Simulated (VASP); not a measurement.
Input of a VASP 6.6.1 run:

INCAR

```
PREC = Accurate ; ENCUT = 520
EDIFF = 1E-7 ; ISMEAR = 0
SIGMA = 0.1 ; LREAL = Auto
LASPH = T ; NELM = 60
ALGO = Normal ; ISIF = 2
LWAVE = F ; LCHARG = F
GGA = PE ; NBANDS = 106
```

The input KPOINTS:

```
Automatic mesh
0
Gamma
  3 3 3
```

Contents of POSCAR:

```
Ta16F
1.0
    6.6200000000      0.0000000000      0.0000000000
    0.0000000000      6.6200000000      0.0000000000
    0.0000000000      0.0000000000      6.6200000000
Ta F
16 1
Direct
    0.0081023607      0.0002061437     -0.0013972522
    0.4915625554      0.0002292203     -0.0014501360
    0.0059300183      0.5002327879      0.0005724288
    0.0083078206      0.0001229930      0.5154088004
    0.2498152655      0.2481339630      0.2569036292
    0.4936995601      0.5002433654      0.0005836222
    0.4914093356      0.0002327904      0.5153941037
    0.7498105267      0.3009945798      0.2573180751
    0.0064735676      0.5001796256      0.5133982246
    0.2498502451      0.7521492336      0.2568506962
    0.2498455080      0.2464999831      0.7568496595
    0.4931779144      0.5002665895      0.5133618270
    0.7498580456      0.7006280457      0.2573107846
    0.7498483523      0.2482409781      0.7566749938
    0.2498410018      0.7536861931      0.7567964601
    0.7498338355      0.7521248442      0.7566679183
    0.7497218769      0.0008628636      0.2537058647
```

Potentials or basis: VASP PAW PBE potentials, release 64 (Ta_pv, F).

The run is started by

```console
$ cat potpaw_PBE.64/Ta_pv/POTCAR potpaw_PBE.64/F/POTCAR > POTCAR
$ mpirun -np 1 vasp_std > vasp.out
```

Question: What does it give for the pressure?

Answer: 10.6 GPa.

Question: Estimate the largest force.

Answer: 0.092 eV/Å.

Stress tensor (GPa, compression positive):
```
 7.63  0.00  0.00
 0.00 16.49  0.00
 0.00  0.00  7.64
```

Caveat: an odd number of electrons without spin polarisation forces a metal; a magnetic or distorted state may lie lower.
